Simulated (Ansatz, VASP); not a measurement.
# Two plane-wave programs on W

```
W
1.0
     0.00000    1.96910    2.03000
     1.96910    0.00000    2.03000
     1.96910    1.96910    0.00000
W
1
Direct
  0.00000 0.00000 0.00000
```

Change from the starting cell: strain -0.030 along x and y, +0.000 along z, atoms carried along.

Alike in both runs: task single point; functional LDA; k mesh 20 × 20 × 20; occupations gaussian, width 0.15 eV; no spin polarisation.

|  | VASP | Ansatz |
| --- | --- | --- |
| version | VASP 6.6.1 | Ansatz 0.2.0 |
| potentials or method | VASP PAW LDA potentials, release 64 (W_sv), cutoff 520 eV | scalar-relativistic, plane waves, PAW |
| valence electrons in the cell | 14 | 14 |

VASP gave:

* gap on the k mesh at the Fermi level (eV): none
* pressure (GPa): 0.4
* traceless stress, the component that is largest in VASP (GPa): 5.50

Question: What did Ansatz give for the same quantities?

Answer: gap on the k mesh at the Fermi level (eV): none; pressure (GPa): -1.4; traceless stress, the component that is largest in VASP (GPa): 5.53.

LDA's correlation is that of Perdew and Zunger in VASP and of Perdew and Wang (1992) in Ansatz. A gap of «none» marks a metal or a gap that the smearing closes.

Neither program's run includes spin-orbit coupling.
